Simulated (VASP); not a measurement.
# Al5O8 (a cell with a defect) in VASP: single point with LDA

Aim: the single point of Al5O8 (a cell with a defect) with LDA.

Program: VASP 6.6.1. These are calculated values, not measurements. Logs are shortened: lines on timing, memory, paths and dates and some standing lists are left out, and cuts for length are marked.

**1. The cell of the first run**

The cell holds a defect, 39 atoms: a = 6.956 Å, b = 6.956 Å, c = 6.956 Å, α = 85.80°, β = 85.80°, γ = 85.80°.

**2. Single point, LDA**

Contents of INCAR:

```
  PREC = Accurate
  ENCUT = 520
  EDIFF = 1E-7
  ISMEAR = -1
  SIGMA = 0.05
  LREAL = Auto
  LASPH = True
  NELM = 60
  ALGO = Normal
  ISIF = 2
  LWAVE = False
  LCHARG = True
  GGA = CA
  LELF = True
  LVHAR = True
  NELECT = 188.0
  NBANDS = 120
```

Contents of KPOINTS:

```
regular mesh
0
Gamma
  2 2 2
```

Contents of POSCAR:

```
Al5O8
1.0
   -4.7351000000     -2.7338110000      4.3003330000
    4.7351000000     -2.7338110000      4.3003330000
    0.0000000000      5.4676230000      4.3003330000
Al O
15 24
Direct
    0.3494828716      0.3513155679      0.3561892403
    0.1491291321      0.1509366968      0.1447860000
    0.6471392466      0.6432626653      0.6549802247
    0.8571530115      0.8533184567      0.8460019491
    0.7501669949      0.7502464019      0.2504800804
    0.1478190668      0.1478972066      0.6481327262
    0.3525218590      0.3526002100      0.8528344892
    0.8558753234      0.3495599341      0.8515503294
    0.6444720848      0.1492063037      0.6511715802
    0.1546665781      0.6472143595      0.1434981761
    0.3456868461      0.8572300025      0.3535542433
    0.3512370214      0.8559518110      0.8497948942
    0.1508567485      0.6445504403      0.6494416170
    0.6431826953      0.1547440139      0.1474486838
    0.8532385989      0.3457661063      0.3574670843
    0.5987625911      0.4013707726      0.7590222645
    0.7501537735      0.5738890694      0.4268348217
    0.4039689307      0.7502517970      0.5966990266
    0.3856239378      0.6016470418      0.2683396906
    0.2501721793      0.4005324673      0.6002066201
    0.5932726857      0.2502417043      0.4073766457
    0.0990476715      0.9016592320      0.7419488397
    0.2416350624      0.0991269844      0.4018943940
    0.9015804470      0.2417130735      0.5993619901
    0.8987859737      0.1147926050      0.2326351447
    0.7323215168      0.8988639341      0.6150282726
    0.1147112566      0.7324027520      0.3991004125
    0.0963835422      0.4040477942      0.2504879529
    0.2587070257      0.5988409194      0.9016060554
    0.9265226245      0.7502338449      0.0741242182
    0.9070613428      0.5933505447      0.7504761251
    0.7680271688      0.3856998685      0.1018822376
    0.0998929306      0.2502511067      0.9007672293
    0.5738102951      0.9266017884      0.2504730224
    0.7501729077      0.0964623208      0.9042826655
    0.4012916920      0.2587872042      0.0990764995
    0.4004532922      0.0999715706      0.7504866364
    0.2501634020      0.9071412906      0.0935858780
    0.6015680466      0.7681045506      0.8859394682
```

Potentials or basis: VASP PAW LDA potentials, release 64 (Al, O).

Run with:

```sh
$ cat potpaw_LDA.64/Al/POTCAR potpaw_LDA.64/O/POTCAR > POTCAR
$ mpirun -np 1 vasp_std > vasp.out
```

OUTCAR:

```text
PREC = Accurate
   ENCUT = 520
   EDIFF = 1E-7
   ISMEAR = -1
   LREAL = Auto
   LASPH = True
   NELM = 60
   ISIF = 2
   GGA = CA
   NELECT = 188.0

 ion  position               nearest neighbor table
   1  0.349  0.351  0.356-  20 1.83  19 1.83  21 1.84  36 1.95  23 1.95  28 1.96   2 2.63   6 2.75
                            14 2.76  10 2.78  13 3.16   9 3.19
   2  0.149  0.151  0.145-  33 1.83  25 1.83  38 1.84  23 1.94  36 1.95  28 1.96   1 2.63   7 2.75
                            11 2.76  15 2.78   8 3.16  12 3.19
   3  0.647  0.643  0.655-  17 1.78  16 1.83  18 1.86  39 1.88  26 1.91  31 1.97   4 2.63   8 2.76
                            12 2.78   5 2.91   7 3.16  15 3.22  11 3.28
   4  0.857  0.853  0.846-  30 1.78  22 1.83  35 1.86  26 1.88  39 1.91  31 1.97   3 2.63  13 2.76
                             9 2.78   5 2.91   6 3.16  10 3.22  14 3.28
   5  0.750  0.750  0.250-  30 1.67  17 1.67  34 1.67   4 2.91  11 2.91  15 2.91  14 2.91  10 2.91
                             3 2.91
   6  0.148  0.148  0.648-  22 1.83  23 1.83  24 1.83  37 1.94  33 1.94  20 1.94   7 2.64   8 2.75
                             1 2.75  12 2.75   4 3.16  11 3.16  15 3.16
   7  0.353  0.353  0.853-  16 1.83  29 1.83  36 1.83  37 1.94  20 1.94  33 1.94   6 2.64   9 2.75
                             2 2.75  13 2.75  14 3.16  10 3.16   3 3.16
   8  0.856  0.350  0.852-  33 1.83  32 1.83  31 1.84  16 1.95  24 1.95  35 1.96   9 2.63   6 2.75
                             3 2.76  14 2.78   2 3.16  13 3.19
   9  0.644  0.149  0.651-  37 1.83  26 1.83  21 1.84  24 1.94  16 1.95  35 1.96   8 2.63   7 2.75
[... 23 lines left out ...]
  26  0.732  0.899  0.615-   9 1.83   4 1.88   3 1.91
  27  0.115  0.732  0.399-  13 1.83  11 1.88  10 1.91
  28  0.096  0.404  0.250-  15 1.86  10 1.86   1 1.96   2 1.96
  29  0.259  0.599  0.902-  10 1.83   7 1.83  12 1.95  13 1.95
  30  0.927  0.750  0.074-   5 1.67  10 1.78   4 1.78
  31  0.907  0.593  0.750-  13 1.84   8 1.84   3 1.97   4 1.97
  32  0.768  0.386  0.102-   8 1.83  14 1.88  15 1.91
  33  0.100  0.250  0.901-   8 1.83   2 1.83   7 1.94   6 1.94
  34  0.574  0.927  0.250-   5 1.67  14 1.78  11 1.78
  35  0.750  0.096  0.904-   4 1.86  14 1.86   8 1.96   9 1.96
  36  0.401  0.259  0.099-  14 1.83   7 1.83   1 1.95   2 1.95
  37  0.400  0.100  0.750-  12 1.83   9 1.83   7 1.94   6 1.94
  38  0.250  0.907  0.094-   2 1.84  12 1.84  10 1.97  11 1.97
  39  0.602  0.768  0.886-  12 1.83   3 1.88   4 1.91

  LATTYP: Found a trigonal (rhomboedric) cell.
 ALAT       =     6.9561310011
 COS(alpha) =     0.0732708973

  Lattice vectors:

 A1 = (  -4.7351000000,  -2.7338110000,   4.3003330000)
 A2 = (   4.7351000000,  -2.7338110000,   4.3003330000)
 A3 = (   0.0000000000,   5.4676230000,   4.3003330000)

Analysis of symmetry for initial positions (statically):
=====================================================================
 Subroutine PRICEL returns:
 Original cell was already a primitive cell.

 Routine SETGRP: Setting up the symmetry group for a
 trigonal (rhombohedral) supercell.

[... 186 lines left out ...]
   EMIN   =  10.00;   EMAX   =-10.00  energy-range for DOS
   EFERMI =   0.00;   METHOD = LEGACY
   ISMEAR =    -1;   SIGMA  =   0.05  broadening in eV -4-tet -1-fermi 0-gaus
   EFERMI_NEDOS =   21; number of points for ismear=-14 and -15
   IALGO  =     38    algorithm
   IMIX   =      4    mixing-type and parameters
     AMIX     =   0.40;   BMIX     =  1.00
     AMIX_MAG =   1.60;   BMIX_MAG =  1.00
  volume/ion in A,a.u.               =       8.56        57.79
  Fermi-wavevector in a.u.,A,eV,Ry     =   1.351690  2.554324 24.858740  1.827066
  Thomas-Fermi vector in A             =   2.479091
   LORBIT       =      0    0 simple, 1 ext, 2 COOP (PROOUT), +10 PAW based schemes
   GGA     = CA    functional components
   LHFCALC =     F    Hartree Fock is set to
   AEXX    =    0.0000 exact exchange contribution
   IVDW    =     0    specifies the selected vdW correction
   LEPSILON=     F    determine dielectric tensor
   LRPA    =     F    only Hartree local field effects (RPA)
 non-spin polarized calculation
  energy-cutoff  :      520.00
  volume of cell :      334.00
 maximum number of plane-waves:      9016
 NGX is ok and might be reduce to    54
   NGX = 25   NGY = 25   NGZ = 25

 number of electron     188.0000087 magnetization

 Free energy of the ion-electron system (eV)
  ---------------------------------------------------
  ext. energy  EPLUGINS =         0.00000000
  ---------------------------------------------------
  free energy    TOTEN  =      -319.03305253 eV

  energy without entropy =     -318.93691514  energy(sigma->0) =     -318.98498383

 E-fermi :   5.4732     XC(G=0): -12.0278

 val. band max:        5.4672072650   @ k =   0.5000   0.0000   0.0000
 cond. band min:       5.4896731396   @ k =   0.0000   0.0000   0.0000
 fundamental gap:      0.0224658746
 Fermi energy:         5.4731913482

 k-point     1 :       0.0000    0.0000    0.0000
  band No.  band energies     occupation
      1     -13.8287      2.00000
      2     -12.7566      2.00000
      3     -12.7564      2.00000
      4     -12.5054      2.00000
      5     -12.1191      2.00000
      6     -12.1191      2.00000
[... 425 lines left out ...]
    105      15.2496      0.00000
    106      15.2680      0.00000
 [bands above 106 left out]

------------------------ aborting loop because EDIFF is reached ----------------------------------------

  FORCE on cell =-STRESS in cart. coord.  units (eV):
  Direction    XX          YY          ZZ          XY          YZ          ZX
  --------------------------------------------------------------------------------------
  -------------------------------------------------------------------------------------
  Total        4.0328277      4.0328279     -0.1958809      0.0000003     -0.0000000      0.0000000
  in kB       19.3450215     19.3450225     -0.9396188      0.0000013     -0.0000001      0.0000000
  external PRESSURE =      12.5834751 kB  Pullay stress =       0.0000000 kB

 VOLUME and BASIS-vectors are now :
 -----------------------------------------------------------------------------
  energy-cutoff  :      520.00
  volume of cell :      334.00
      direct lattice vectors                 reciprocal lattice vectors
    -4.735100000 -2.733811000  4.300333000    -0.105594391 -0.060964948  0.077513382
     4.735100000 -2.733811000  4.300333000     0.105594391 -0.060964948  0.077513382
     0.000000000  5.467623000  4.300333000     0.000000000  0.121929897  0.077513368

 POSITION                                       TOTAL-FORCE (eV/Angst)
 -----------------------------------------------------------------------------------
      0.00868      0.03166      4.54540        -0.009713     -0.004318     -0.004723
      0.00856     -0.02869      1.91301        -0.009419      0.004933      0.006570
     -0.01836      0.05347      8.36579         0.012484      0.007470     -0.010057
     -0.01816     -0.05049     10.99369         0.012061     -0.008577      0.010498
      0.00038     -2.73232      7.52942         0.000000      0.000000      0.001098
      0.00037      2.73531      4.05886         0.000000      0.000000      0.003376
[... 31 lines left out ...]
      3.11086     -2.65216      5.37925        -0.000864     -0.001326      0.000927
      0.78857      1.09956      9.69988        -0.013722      0.047312      0.037102
 -----------------------------------------------------------------------------------
    total drift:                               -0.022227      0.052887     -0.044658

  FREE ENERGIE OF THE ION-ELECTRON SYSTEM (eV)
  ---------------------------------------------------
  free  energy   TOTEN  =      -319.0330525252 eV

  energy  without entropy=     -318.9369151444  energy(sigma->0) =     -318.98498383
```

OSZICAR:

```text
N       E                     dE             d eps       ncg     rms          rms(c)
DAV:   1     0.993455871226E+03    0.99346E+03   -0.10139E+05   960   0.150E+03
DAV:   2    -0.283796069691E+03   -0.12773E+04   -0.12513E+04  1152   0.329E+02
[... 18 lines left out ...]
DAV:  21    -0.319033091380E+03   -0.30629E-04   -0.24119E-04  1088   0.443E-02    0.538E-02
DAV:  22    -0.319033061095E+03    0.30285E-04   -0.40555E-05  1344   0.228E-02    0.290E-02
DAV:  23    -0.319033054637E+03    0.64579E-05   -0.35098E-05  1104   0.176E-02    0.917E-03
DAV:  24    -0.319033052775E+03    0.18615E-05   -0.50563E-06  1232   0.840E-03    0.306E-03
DAV:  25    -0.319033052894E+03   -0.11886E-06   -0.10411E-06  1096   0.385E-03    0.402E-03
DAV:  26    -0.319033052574E+03    0.31985E-06   -0.18468E-06  1016   0.435E-03    0.112E-03
DAV:  27    -0.319033052525E+03    0.49336E-07   -0.15887E-07   672   0.138E-03
   1 F= -.31903305E+03 E0= -.31898498E+03  d E =-.961374E-01
```

stdout:

```text
POSCAR found type information on POSCAR AlO
 POSCAR found :  2 types and      39 ions
 scaLAPACK will be used
 LDA part: xc-table for (Slater(with rela. corr.)+CA(PZ))
 , standard interpolation
 POSCAR, INCAR and KPOINTS ok, starting setup
 FFT: planning ... GRIDC
 FFT: planning ... GRID_SOFT
 FFT: planning ... GRID
 WAVECAR not read
 entering main loop
 the old and the new charge density differ
 old charge density:   189.00000 new  188.00001
    0.343E+01
```

Run time: 7.5 min. Hardware: 1 thread of Intel Xeon Platinum 8259CL at 2.50GHz (Skylake/Cascade Lake), shared host; peak memory 0.36 GiB.

What came out:

| Property | Result |
| --- | --- |
| Free energy | -319.0331 eV |
| Largest force | 0.097 eV/Å |

Forces on the atoms (eV/Å):
```
Al  -0.010 -0.004 -0.005
Al  -0.009  0.005  0.007
Al   0.012  0.007 -0.010
Al   0.012 -0.009  0.010
Al   0.000  0.000  0.001
Al   0.000  0.000  0.003
Al   0.000  0.000  0.001
Al   0.009 -0.006 -0.005
Al   0.000 -0.011  0.007
Al  -0.013  0.007 -0.010
Al   0.001  0.015  0.010
Al   0.001  0.011 -0.005
Al   0.009  0.006  0.007
Al   0.000 -0.015 -0.010
Al  -0.013 -0.006  0.010
O   -0.009  0.001 -0.006
O   -0.049  0.084  0.000
O   -0.004 -0.003  0.000
O   -0.034 -0.036  0.037
O   -0.003  0.003 -0.001
O    0.002  0.000  0.001
O   -0.009  0.000  0.003
O    0.004 -0.008  0.003
O    0.005  0.008  0.003
O   -0.034  0.035 -0.038
O   -0.013 -0.047 -0.038
O    0.047  0.012 -0.038
O    0.004 -0.001  0.000
O    0.004 -0.008 -0.006
O   -0.048 -0.085  0.000
O   -0.001  0.001  0.001
O    0.048 -0.012  0.037
O   -0.002 -0.004 -0.001
O    0.097  0.001  0.000
O   -0.001  0.005  0.000
O    0.005  0.008 -0.006
O    0.004  0.001 -0.001
O   -0.001 -0.001  0.001
O   -0.014  0.047  0.037
```

Caveat: the k points lie up to 0.45 Å⁻¹ apart; the cell carries a net charge on a neutralising background, which shifts energy and pressure; the cell is charged against a uniform background, so pressure and absolute levels hang on convention.
